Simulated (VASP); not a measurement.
Input of a VASP 6.6.1 run:

Contents of INCAR:

```
ALGO = Normal ; EDIFF = 1E-6
ENCUT = 520 ; GGA = PS
ISIF = 2 ; ISMEAR = -1
LASPH = True ; LCHARG = True
LELF = True ; LREAL = False
LVHAR = True ; LWAVE = False
NBANDS = 28 ; NELM = 100
PREC = Accurate ; SIGMA = 0.02
```

The input KPOINTS:

```
k-points
0
Gamma
  8 5 6
```

File POSCAR:

```
SnO
1.0
    3.3550050000      0.0000000000      0.0000000000
    0.0000000000      5.6741040000      0.0000000000
    0.0000000000      0.0000000000      4.2219700000
Sn O
2 2
Direct
    0.5000000000      0.7680910000      0.0131440000
    0.0000000000      0.2319090000      0.5155125625
    0.5000000000      0.1087500000      0.2368570000
    0.0000000000      0.8912500000      0.7368570000
```

Potentials or basis: VASP PAW PBE potentials, release 64 (Sn_d, O).

Command:

```console
$ cat potpaw_PBE.64/Sn_d/POTCAR potpaw_PBE.64/O/POTCAR > POTCAR
$ mpirun -np 1 vasp_std > vasp.out
```

Question: Estimate the pressure.

Answer: -3.0 GPa.

Question: Estimate the largest force.

Answer: 0.391 eV/Å.

Question: Estimate the band gap on the k mesh.

Answer: 1.42 eV (least direct gap 2.00 eV).

Forces on the atoms (eV/Å):
```
Sn   0.000  0.343 -0.078
Sn   0.000 -0.352 -0.170
O    0.000 -0.095  0.141
O    0.000  0.105  0.107
```

Caveat: the PAW data sets were made with another functional, which shifts forces and pressure a little; spin-orbit coupling is left out, which moves the levels of the heavy elements; an odd mesh through Γ misses points on the zone boundary, where band edges can lie.
